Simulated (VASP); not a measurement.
# Si (Fd-3m) in VASP: relaxation of cell and atoms with PBEsol

Aim: the relaxation of cell and atoms of Si with PBEsol.

Everything below comes from runs of VASP 6.6.1. Logs are shortened: lines on timing, memory, paths and dates and some standing lists are left out, and cuts for length are marked.

### 1 The cell of the first run

It takes space group Fd-3m (No. 227, cubic). The conventional cell has a = 5.434 Å, b = 5.434 Å, c = 5.434 Å, α = 90.00°, β = 90.00°, γ = 90.00°. Si (site symmetry -43m) has 4 Si at 2.35 Å within 3.1 Å.

### 2 Relaxation of cell and atoms, PBEsol

The input, INCAR:

```
SYSTEM = Si
PREC = Accurate
ENCUT = 600
EDIFF = 1E-6
ISMEAR = 0
SIGMA = 0.02
LREAL = .False.
LASPH = .True.
NELM = 100
ALGO = Normal
ISIF = 3
LWAVE = .False.
LCHARG = .False.
GGA = PS
IBRION = 2
NSW = 100
EDIFFG = -0.005
```

The input, KPOINTS:

```
Automatic mesh
0
Gamma
  12 12 12
  0 0 0
```

The input, POSCAR:

```
Si
1.0
    0.0000000000      2.7169171024      2.7169171024
    2.7169171024      0.0000000000      2.7169171024
    2.7169171024      2.7169171024      0.0000000000
Si
2
Direct
    0.7500000000      0.7500000000      0.7500000000
    0.5000000000      0.5000000000      0.5000000000
```

Potentials or basis: VASP PAW PBE potentials, release 64 (Si).

Run with:

```
cat potpaw_PBE.64/Si/POTCAR > POTCAR
mpirun -np 1 vasp_std > vasp.out
```

OUTCAR:

```text
SYSTEM = Si
   PREC = Accurate
   ENCUT = 600
   EDIFF = 1E-6
   ISMEAR = 0
   LREAL = .False.
   LASPH = .True.
   NELM = 100
   ISIF = 3
   GGA = PS
   IBRION = 2
   NSW = 100
   EDIFFG = -0.005

 ion  position               nearest neighbor table
   1  0.750  0.750  0.750-   2 2.35   2 2.35   2 2.35   2 2.35
   2  0.500  0.500  0.500-   1 2.35   1 2.35   1 2.35   1 2.35

  LATTYP: Found a face centered cubic cell.
 ALAT       =     5.4338342048

  Lattice vectors:

 A1 = (   0.0000000000,   2.7169171024,   2.7169171024)
 A2 = (   2.7169171024,   0.0000000000,   2.7169171024)
 A3 = (   2.7169171024,   2.7169171024,   0.0000000000)

Analysis of symmetry for initial positions (statically):
=====================================================================
 Subroutine PRICEL returns:
 Original cell was already a primitive cell.

 Routine SETGRP: Setting up the symmetry group for a
 face centered cubic supercell.

 Subroutine GETGRP returns: Found 48 space group operations
 (whereof 24 operations were pure point group operations)
 out of a pool of 48 trial point group operations.

The static configuration has the point symmetry T_d .
 The point group associated with its full space group is O_h .

Analysis of symmetry for dynamics (positions and initial velocities):
=====================================================================
 Subroutine PRICEL returns:
 Original cell was already a primitive cell.

 Routine SETGRP: Setting up the symmetry group for a
 face centered cubic supercell.

 Subroutine GETGRP returns: Found 48 space group operations
 (whereof 24 operations were pure point group operations)
 out of a pool of 48 trial point group operations.

The dynamic configuration has the point symmetry T_d .
 The point group associated with its full space group is O_h .

 Subroutine INISYM returns: Found 48 space group operations
 (whereof 24 operations are pure point group operations),
 and found     1 'primitive' translations

----------------------------------------------------------------------------------------

                                     Primitive cell

  volume of cell :      40.1106

  direct lattice vectors                    reciprocal lattice vectors
     0.000000000  2.716917102  2.716917102    -0.184032115  0.184032115  0.184032115
     2.716917102  0.000000000  2.716917102     0.184032115 -0.184032115  0.184032115
     2.716917102  2.716917102  0.000000000     0.184032115  0.184032115 -0.184032115

  length of vectors
     3.842301014  3.842301014  3.842301014     0.318752973  0.318752973  0.318752973

  position of ions in fractional coordinates (direct lattice)
     0.750000000  0.750000000  0.750000000
     0.500000000  0.500000000  0.500000000

  ion indices of the primitive-cell ions
   primitive index   ion index
                 1           1
                 2           2

----------------------------------------------------------------------------------------

 KPOINTS: Automatic mesh

Automatic generation of k-mesh.
 Grid dimensions read from file:
 generate k-points for:   12   12   12

 Generating k-lattice:

  Cartesian coordinates                     Fractional coordinates (reciprocal lattice)
    -0.015336010  0.015336010  0.015336010     0.083333333  0.000000000  0.000000000
     0.015336010 -0.015336010  0.015336010     0.000000000  0.083333333  0.000000000
     0.015336010  0.015336010 -0.015336010     0.000000000  0.000000000  0.083333333

  Length of vectors
     0.026562748  0.026562748  0.026562748

  Shift w.r.t. Gamma in fractional coordinates (k-lattice)
     0.000000000  0.000000000  0.000000000

 Subroutine IBZKPT returns following result:
 ===========================================

 Found     72 irreducible k-points:

 Following reciprocal coordinates:
            Coordinates               Weight
  0.000000  0.000000  0.000000      1.000000
  0.083333  0.000000  0.000000      8.000000
  0.166667  0.000000  0.000000      8.000000
  0.250000  0.000000  0.000000      8.000000
  0.333333  0.000000  0.000000      8.000000
  0.416667  0.000000  0.000000      8.000000
[... 16 lines left out ...]
  0.500000  0.166667  0.000000     24.000000
 -0.416667  0.166667  0.000000     24.000000
 [... further k-points ...]
   k-points           NKPTS =     72   k-points in BZ     NKDIM =     72   number of bands    NBANDS=      8
   number of dos      NEDOS =    301   number of ions     NIONS =      2
   total plane-waves  NPLWV =  32768
   dimension x,y,z NGX =    32 NGY =   32 NGZ =   32
   dimension x,y,z NGXF=    64 NGYF=   64 NGZF=   64
   ions per type =               2
   NGX,Y,Z   is equivalent  to a cutoff of  13.85, 13.85, 13.85 a.u.
   NGXF,Y,Z  is equivalent  to a cutoff of  27.69, 27.69, 27.69 a.u.
 SYSTEM =  Si
   PREC   = accura    normal or accurate (medium, high low for compatibility)
   ISTART =      0    job   : 0-new  1-cont  2-samecut
   ICHARG =      2    charge: 1-file 2-atom 10-const
   ISPIN  =      1    spin polarized calculation?
   LNONCOLLINEAR =      F non collinear calculations
   LSORBIT =      F    spin-orbit coupling
   LASPH  =      T    aspherical Exc in radial PAW
   ENCUT  =  600.0 eV  44.10 Ry    6.64 a.u.   7.67  7.67  7.67*2*pi/ulx,y,z
   NELM   =    100;   NELMIN=  2; NELMDL= -5     # of ELM steps
   EDIFF  = 0.1E-05   stopping-criterion for ELM
   LREAL  =      F    real-space projection
   EDIFFG = -.5E-02   stopping-criterion for IOM
   NSW    =    100    number of steps for IOM
   IBRION =      2    ionic relax: 0-MD 1-quasi-New 2-CG
   NFREE  =      1    steps in history (QN), initial steepest desc. (CG)
   ISIF   =      3    stress and relaxation
   ISYM   =      2    0-nonsym 1-usesym 2-fastsym
   POTIM  = 0.5000    time-step for ionic-motion
   TEBEG  =    0.0;   TEEND  =   0.0 temperature during run
   PSTRESS=    0.0 pullay stress
   NELECT =       8.0000    total number of electrons
   NUPDOWN=      -1.0000    fix difference up-down
   EMIN   =  10.00;   EMAX   =-10.00  energy-range for DOS
   EFERMI =   0.00;   METHOD = LEGACY
   ISMEAR =     0;   SIGMA  =   0.02  broadening in eV -4-tet -1-fermi 0-gaus
   EFERMI_NEDOS =   21; number of points for ismear=-14 and -15
   IALGO  =     38    algorithm
   IMIX   =      4    mixing-type and parameters
     AMIX     =   0.40;   BMIX     =  1.00
     AMIX_MAG =   1.60;   BMIX_MAG =  1.00
  volume/ion in A,a.u.               =      20.06       135.34
  Fermi-wavevector in a.u.,A,eV,Ry     =   0.956500  1.807523 12.447872  0.914893
  Thomas-Fermi vector in A             =   2.085434
   LORBIT       =      0    0 simple, 1 ext, 2 COOP (PROOUT), +10 PAW based schemes
   GGA     = PS    functional components
   LHFCALC =     F    Hartree Fock is set to
   AEXX    =    0.0000 exact exchange contribution
   IVDW    =     0    specifies the selected vdW correction
   LEPSILON=     F    determine dielectric tensor
   LRPA    =     F    only Hartree local field effects (RPA)
 conjugate gradient relaxation of ions
 non-spin polarized calculation
 Gauss-broadening in eV      SIGMA  =   0.02
  energy-cutoff  :      600.00
  volume of cell :       40.11
 maximum number of plane-waves:      1363
   NGX = 15   NGY = 15   NGZ = 15

--------------------------------------- Ionic step        1  -------------------------------------------

 number of electron       7.9999999 magnetization

 Free energy of the ion-electron system (eV)
  ---------------------------------------------------
  ext. energy  EPLUGINS =         0.00000000
  ---------------------------------------------------
  free energy    TOTEN  =       -11.49319909 eV

  energy without entropy =      -11.49319909  energy(sigma->0) =      -11.49319909

------------------------ aborting loop because EDIFF is reached ----------------------------------------

  FORCE on cell =-STRESS in cart. coord.  units (eV):
  Direction    XX          YY          ZZ          XY          YZ          ZX
  --------------------------------------------------------------------------------------
  -------------------------------------------------------------------------------------
  Total        0.0261589      0.0261589      0.0261589      0.0000000      0.0000000     -0.0000000
  in kB        1.0448903      1.0448903      1.0448903      0.0000000      0.0000000     -0.0000000
  external PRESSURE =       1.0448903 kB  Pullay stress =       0.0000000 kB
[... 57 lines left out ...]
  energy  without entropy=      -11.4932036271  energy(sigma->0) =      -11.49320363

--------------------------------------- Ionic step        3  -------------------------------------------

 number of electron       7.9999999 magnetization

 Free energy of the ion-electron system (eV)
  ---------------------------------------------------
  ext. energy  EPLUGINS =         0.00000000
  ---------------------------------------------------
  free energy    TOTEN  =       -11.49321162 eV

  energy without entropy =      -11.49321162  energy(sigma->0) =      -11.49321162

 E-fermi :   5.8502     XC(G=0):  -9.5427

 val. band max:        5.7611812764   @ k =   0.0000   0.0000   0.0000
 cond. band min:       6.2228502322   @ k =   0.4167   0.4167   0.0000
 fundamental gap:      0.4616689557
 Fermi energy:         5.8502120095

 k-point     1 :       0.0000    0.0000    0.0000
  band No.  band energies     occupation
      1      -6.2096      2.00000
      2       5.7612      2.00000
      3       5.7612      2.00000
      4       5.7612      2.00000
      5       8.2775      0.00000
      6       8.2775      0.00000
      7       8.2775      0.00000
      8       9.0533      0.00000
[... 243 lines left out ...]
 k-point    24 :      -0.4167    0.1667    0.0000
  band No.  band energies     occupation
      1      -3.5938      2.00000
      2      -1.0288      2.00000
      3       2.7431      2.00000
      4       4.1618      2.00000
      5       7.8602      0.00000
      6       9.7528      0.00000
      7      10.0959      0.00000
      8      13.6441      0.00000

 [... further k-points ...]

------------------------ aborting loop because EDIFF is reached ----------------------------------------

  FORCE on cell =-STRESS in cart. coord.  units (eV):
  Direction    XX          YY          ZZ          XY          YZ          ZX
  --------------------------------------------------------------------------------------
  -------------------------------------------------------------------------------------
  Total       -0.0004100     -0.0004100     -0.0004100      0.0000000     -0.0000000      0.0000000
  in kB       -0.0163575     -0.0163575     -0.0163575      0.0000000     -0.0000000      0.0000000
  external PRESSURE =      -0.0163575 kB  Pullay stress =       0.0000000 kB
[... 17 lines left out ...]
  FREE ENERGIE OF THE ION-ELECTRON SYSTEM (eV)
  ---------------------------------------------------
  free  energy   TOTEN  =       -11.4932116150 eV

  energy  without entropy=      -11.4932116150  energy(sigma->0) =      -11.49321162

 reached required accuracy - stopping structural energy minimisation
```

It took 44 s on 1 thread of AMD EPYC 7R13, shared host; peak memory 0.15 GiB.

Results:

| Quantity | Value |
| --- | --- |
| Free energy | -11.4932 eV |
| Relaxed volume | 20.08 Å³/atom |
| Relaxed cell | a = 3.844 Å, b = 3.844 Å, c = 3.844 Å, α = 60.00°, β = 60.00°, γ = 60.00° |
| Space group after relaxing (to 0.1 Å) | Fd-3m (No. 227) |
| Energy gained by relaxing | 0.0 meV/atom |
| Ionic steps | 3 |
| Pressure after relaxing | 0.0 GPa |
| Band gap on the k mesh | 0.46 eV (least direct gap 2.52 eV) |

Final structure:
```
Si
1.0
     0.00000    2.71791    2.71791
     2.71791    0.00000    2.71791
     2.71791    2.71791    0.00000
Si
2
Direct
  0.75000 0.75000 0.75000
  0.50000 0.50000 0.50000
```

Caveat: the PAW data sets were made with another functional, which shifts forces and pressure a little.
